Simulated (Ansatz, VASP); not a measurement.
## Two plane-wave programs on NiO

Contents of INCAR:

```
  ALGO = Normal
  EDIFF = 1E-6
  ENCUT = 600
  GGA = PE
  GGA_COMPAT = F
  ISIF = 2
  ISMEAR = -1
  ISPIN = 2
  LASPH = T
  LCHARG = T
  LELF = T
  LMAXMIX = 4
  LORBIT = 11
  LREAL = F
  LVHAR = T
  LWAVE = F
  MAGMOM = 1 0
  NBANDS = 23
  NELM = 200
  PREC = Accurate
  SIGMA = 0.05
```

Contents of KPOINTS:

```
k-points
0
Gamma
  10 10 10
```

POSCAR

```
NiO
1.0
    0.0000000000      2.2986717382      2.2986717382
    2.2986717382      0.0000000000      2.2986717382
    2.2986717382      2.2986717382      0.0000000000
Ni O
1 1
Direct
    0.0000000000      0.0000000000      0.0000000000
    0.2500000000      0.2500000000      0.2500000000
```

File input.yaml:

```yaml
crystal:
  lattice:
    - [0.0, 2.2986717382, 2.2986717382]
    - [2.2986717382, 0.0, 2.2986717382]
    - [2.2986717382, 2.2986717382, 0.0]
  atoms:
    - { symbol: Ni, position: [0.0, 0.0, 0.0], spin: 1.0 }
    - { symbol: O, position: [0.25, 0.25, 0.25] }
hamiltonian:
  xc: pbe
  pseudopotentials: { kind: paw }
magnetization:
  spin_polarized: true
kpoints:
  mp_grid: { grid: [10, 10, 10] }
scf:
  occupations: { method: fermi_dirac, width: 0.05 }
output:
  forces: true
  stress: true
  eigenvalues: true
```

Alike in both runs: task single point; functional PBE; k mesh 10 × 10 × 10; occupations fermi-dirac, width 0.05 eV; collinear spin.

|  | VASP | Ansatz |
| --- | --- | --- |
| version | VASP 6.6.1 | Ansatz 0.2.0 |
| potentials or method | VASP PAW PBE potentials, release 64 (Ni_sv_GW, O) | Ansatz PAW |
| plane-wave cutoff (eV) | 600 | 420 |
| valence electrons in the cell | 24 | 24 |

|  | VASP | Ansatz | Ansatz less VASP |
| --- | --- | --- | --- |
| gap on the k mesh at the Fermi level (eV) | none | none | - |
| pressure (GPa) | -11.2 | -9.5 | +1.70 |
| net moment per atom (μB) | 1.00 | 0.99 | 0.000 |
| size of the moment on the site where the two differ most (μB) | 1.57 | 1.51 | -0.055 |

Site moments also hang on the region over which each program counts them. A gap of «none» marks a metal or a gap that the smearing closes. The functional is the same, so the differences come from potentials, cutoffs and numerics.
